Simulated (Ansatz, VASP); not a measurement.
SiC2 in VASP and in Ansatz

INCAR

```
SYSTEM = SiC2
ALGO = Normal
EDIFF = 1E-7
EDIFFG = -0.01
ENCUT = 600
GGA = PE
IBRION = 2
ISIF = 3
ISMEAR = 0
LASPH = .True.
LCHARG = .False.
LREAL = .False.
LWAVE = .False.
NELM = 80
NSW = 100
PREC = Accurate
SIGMA = 0.1
```

File KPOINTS:

```
k-points
0
Gamma
  18 18 18
  0 0 0
```

The input POSCAR:

```
SiC2
1.0
    0.0000000000      2.4465762452      3.6688105595
    1.7440789994      0.0000000000      3.6688105595
    1.7440789994      2.4465762452      0.0000000000
Si C
1 2
Direct
    0.5000000000      0.5000000000      0.5000000000
    0.3430440429      0.3430440429      0.1569559571
    0.1569559571      0.1569559571      0.3430440429
```

Input for Ansatz:

```yaml
crystal:
  lattice:
    - [0.0, 2.4465762452, 3.6688105595]
    - [1.7440789994, 0.0, 3.6688105595]
    - [1.7440789994, 2.4465762452, 0.0]
  atoms:
    - { symbol: Si, position: [0.5, 0.5, 0.5] }
    - { symbol: C, position: [0.3430440429, 0.3430440429, 0.1569559571] }
    - { symbol: C, position: [0.1569559571, 0.1569559571, 0.3430440429] }
basis:
  ecutwfc: 420
kpoints:
  mp_grid: { grid: [18, 18, 18] }
hamiltonian:
  xc: pbe
scf:
  occupations: { method: gaussian, width: 0.1 }
output:
  forces: true
  stress: true
  eigenvalues: true
relax:
  adjacent_minimum: "off"
  f_tol: 0.01
  max_steps: 80
  cell: { stress_tol: 0.05 }
```

Change from the starting cell: the structure that the rattled rutile type (P4_2/mnm, No. 136) fell into.

Alike in both runs: task relaxation of cell and atoms; functional PBE; k mesh 18 × 18 × 18; occupations gaussian, width 0.1 eV; no spin polarisation.

|  | VASP | Ansatz |
| --- | --- | --- |
| version | VASP 6.6.1 | Ansatz 0.2.0 |
| potentials or method | VASP PAW PBE potentials, release 64 (Si, C), cutoff 600 eV | scalar-relativistic, plane waves, PAW |
| valence electrons in the cell | 12 | 12 |

```tsv
	VASP	Ansatz	Ansatz less VASP
gap on the k mesh at the Fermi level, each at its own relaxed structure (eV)	none	none	-
relaxed volume (Å³/atom)	10.41	10.42	+0.014
relaxed cell length with the largest relative difference (Å)	4.056	4.058	+0.0020
```

A gap of «none» marks a metal or a gap that the smearing closes.
